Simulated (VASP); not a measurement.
Wanted: the native input for a VASP 6.6.1 run.

* Task: G0W0 quasiparticle levels
* Functional: PBE
* Potentials or basis: VASP PAW PBE potentials, release 64 (Na_sv_GW, F_GW)
* Cutoff: 500 eV
* k mesh: 6 × 6 × 6
* Occupations: gaussian, width 0.01 eV
* Spin: no spin polarisation
* Dipole correction: no
* GW scheme: G0W0
* GW iterations: 1
* Cutoff of the response function: 200
* Frequency points: 48
* Empty bands: 167
* Further INCAR settings: ALGO = EVGW0; EDIFF = 1e-08; NBANDS = 175

Crystal: NaF (Villiaumite).

```xyz
2
Lattice="0.0000 2.2972 2.2972 2.2972 0.0000 2.2972 2.2972 2.2972 0.0000" Properties=species:S:1:pos:R:3 pbc="T T T"
Na    0.0000    0.0000    0.0000
F     2.2972    2.2972    2.2972
```

These files were run (other wordings do the same):

POSCAR

```
NaF
1.0
    0.0000000000      2.2972417931      2.2972417931
    2.2972417931      0.0000000000      2.2972417931
    2.2972417931      2.2972417931      0.0000000000
Na F
1 1
Direct
    0.0000000000      0.0000000000      0.0000000000
    0.5000000000      0.5000000000      0.5000000000
```

INCAR.step1

```
SYSTEM = NaF
PREC = Accurate
ENCUT = 500
EDIFF = 1E-8
ISMEAR = 0
SIGMA = 0.01
LREAL = .False.
LASPH = .True.
NELM = 60
ALGO = Normal
LWAVE = .True.
LCHARG = .False.
GGA = PE
```

INCAR.step2

```
SYSTEM = NaF
PREC = Accurate
ENCUT = 500
EDIFF = 1E-8
ISMEAR = 0
SIGMA = 0.01
LREAL = .False.
LASPH = .True.
NELM = 1
ALGO = Exact
LWAVE = .True.
LCHARG = .False.
GGA = PE
NBANDS = 175
LOPTICS = .True.
ISTART = 1
```

INCAR.step3

```
SYSTEM = NaF
PREC = Accurate
ENCUT = 500
EDIFF = 1E-8
ISMEAR = 0
SIGMA = 0.01
LREAL = .False.
LASPH = .True.
ALGO = EVGW0
LWAVE = .False.
LCHARG = .False.
GGA = PE
NELMGW = 1
NBANDS = 175
ENCUTGW = 200
NOMEGA = 48
PRECFOCK = Fast
ISTART = 1
NBANDSGW = 16
```

KPOINTS

```
Automatic mesh
0
Gamma
  6 6 6
  0 0 0
```

Potentials or basis: VASP PAW PBE potentials, release 64 (Na_sv_GW, F_GW).

Command:

```sh
$ cat potpaw_PBE.64/Na_sv_GW/POTCAR potpaw_PBE.64/F_GW/POTCAR > POTCAR
$ cp INCAR.step1 INCAR
$ mpirun -np 1 vasp_std > vasp.out
$ cp INCAR.step2 INCAR
$ mpirun -np 1 vasp_std > vasp.out
$ cp INCAR.step3 INCAR
$ mpirun -np 1 vasp_std > vasp.out
```

It gave:

The band gap on the k mesh, mean-field level is 6.47 eV, direct. The quasiparticle gap is 10.79 eV and the least direct quasiparticle gap is 10.79 eV.

Caveat: bands, screening cutoff and mesh are small and nothing is extrapolated, so the quasiparticle values aren't converged.

Wall time 11 min on 1 thread of Intel Xeon 6975P-C (shared host), peak memory 0.71 GiB.
